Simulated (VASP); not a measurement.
A run of VASP 6.6.1 is set up as follows.

File INCAR:

```
PREC     = Accurate       # precision mode
ENCUT    = 520            # plane-wave cutoff, eV
EDIFF    = 1E-7           # SCF threshold, eV
ISMEAR   = -1             # smearing method
SIGMA    = 0.05           # smearing width, eV
LREAL    = False          # projectors in reciprocal space
LASPH    = True           # aspherical terms in the spheres
NELM     = 150            # most SCF steps
ALGO     = Normal         # electronic algorithm
ISIF     = 2              # what is computed and relaxed
LWAVE    = False          # write WAVECAR
LCHARG   = True           # write CHGCAR
ISPIN    = 2              # spin polarisation
MAGMOM   = 3.14 -3.14     # initial moments
LORBIT   = 11             # projections on sites
LMAXMIX  = 4              # l up to which the mixer works
GGA      = RP             # functional
LELF     = True           # ELF
LVHAR    = True         
NBANDS   = 24             # bands
```

File KPOINTS:

```
regular mesh
0
Gamma
  12 12 12
```

Contents of POSCAR:

```
Mn
1.0
    3.0276958252      0.0000000000      0.0000000000
    0.0000000000      3.0276958252      0.0000000000
    0.0000000000      0.0000000000      3.0276958252
Mn
2
Direct
    0.0000000000      0.0000000000      0.0000000000
    0.5000000000      0.5000000000      0.5000000000
```

Potentials or basis: VASP PAW PBE potentials, release 64 (Mn_pv).

Launch:

```sh
$ cat potpaw_PBE.64/Mn_pv/POTCAR > POTCAR
$ mpirun -np 1 vasp_std > vasp.out
```

Q: Predict the band gap on the k mesh.

A: Zero (filled and empty bands overlap).

Q: Estimate the net moment.

A: 0.00 μB per cell.
